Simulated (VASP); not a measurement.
Here is a VASP 6.6.1 calculation.

Contents of INCAR:

```
SYSTEM = InAs
PREC = Accurate
ENCUT = 600
EDIFF = 1E-8
ISMEAR = -1
SIGMA = 0.08
LREAL = .False.
LASPH = .True.
NELM = 80
ALGO = Normal
ISIF = 3
LWAVE = .False.
LCHARG = .False.
IBRION = 6
NFREE = 2
POTIM = 0.015
NSW = 1
```

The input KPOINTS:

```
regular mesh
0
Gamma
  14 14 14
  0 0 0
```

File POSCAR:

```
InAs
1.0
    0.0000000000      2.9554649846      2.9554649846
    2.9554649846      0.0000000000      2.9554649846
    2.9554649846      2.9554649846      0.0000000000
In As
1 1
Direct
    0.0000000000      0.0000000000      0.0000000000
    0.7500000000      0.7500000000      0.7500000000
```

Potentials or basis: VASP PAW LDA potentials, release 64 (In_d, As).

Run with:

```bash
$ cat potpaw_LDA.64/In_d/POTCAR potpaw_LDA.64/As/POTCAR > POTCAR
$ mpirun -np 1 vasp_std > vasp.out
```

Question: What does it give for the elastic constants C11, C12, C44?

Answer: 98, 64, 39 GPa.

Question: Predict the Voigt bulk modulus.

Answer: 75 GPa.

Question: Predict the highest phonon frequency at Γ, LO-TO splitting left out.

Answer: 233 cm⁻¹.

Clamped-ion elastic tensor (GPa):
```
98 64 64  0  0  0
64 98 64  0  0  0
64 64 98  0  0  0
 0  0  0 77  0  0
 0  0  0  0 77  0
 0  0  0  0  0 77
```

Caveat: the cell is under stress, which shifts elastic constants.
